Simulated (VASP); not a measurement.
Write the native input for VASP 6.6.1 that does the following.

| Quantity | Value |
| --- | --- |
| Task | single point |
| Functional | r2SCAN |
| Potentials or basis | VASP PAW PBE potentials, release 64 (Pd) |
| Cutoff | 550 eV |
| k mesh | 11 × 11 × 11 |
| Occupations | fermi-dirac, width 0.01 eV |
| Spin | no spin polarisation |
| Dipole correction | no |
| Further INCAR settings | ALGO = Normal; EDIFF = 1e-06; NBANDS = 11 |

Crystal: Pd.

```
Pd
1.0
     0.00000    1.96929    1.96929
     1.96929    0.00000    1.96929
     1.96929    1.96929    0.00000
Pd
1
Direct
  0.00000 0.00000 0.00000
```

The input as run:

POSCAR

```
Pd
1.0
    0.0000000000      1.9692932762      1.9692932762
    1.9692932762      0.0000000000      1.9692932762
    1.9692932762      1.9692932762      0.0000000000
Pd
1
Direct
    0.0000000000      0.0000000000      0.0000000000
```

INCAR.step1

```
SYSTEM = Pd
ALGO = Normal
EDIFF = 1E-5
ENCUT = 550
GGA = PE
GGA_COMPAT = .False.
ISMEAR = -1
LASPH = .True.
LCHARG = .False.
LREAL = .False.
LWAVE = .True.
NBANDS = 11
NELM = 120
PREC = Accurate
SIGMA = 0.01
```

INCAR.step2

```
SYSTEM = Pd
ALGO = Normal
EDIFF = 1E-6
ENCUT = 550
GGA_COMPAT = .False.
ISIF = 2
ISMEAR = -1
ISTART = 1
LASPH = .True.
LCHARG = .False.
LMIXTAU = .True.
LREAL = .False.
LWAVE = .False.
METAGGA = R2SCAN
NBANDS = 11
NELM = 120
PREC = Accurate
SIGMA = 0.01
```

KPOINTS

```
k-points
0
Gamma
  11 11 11
  0 0 0
```

Potentials or basis: VASP PAW PBE potentials, release 64 (Pd).

The run is started by

```console
$ cat potpaw_PBE.64/Pd/POTCAR > POTCAR
$ cp INCAR.step1 INCAR
$ mpirun -np 1 vasp_std > vasp.out
$ cp INCAR.step2 INCAR
$ mpirun -np 1 vasp_std > vasp.out
```

Results of the run:

```yaml
Pressure: -3.3 GPa
Band_gap_on_the_k_mesh: zero (band 5 reaches 9.27 eV, above the bottom of band 6 at 7.77 eV)
```

Caveat: the PAW data sets were made with another functional, which shifts forces and pressure a little.

It took 75 s on 1 thread of AMD EPYC 7R43 64-Core Processor (Zen 3), on a shared host, peak memory 0.12 GiB.
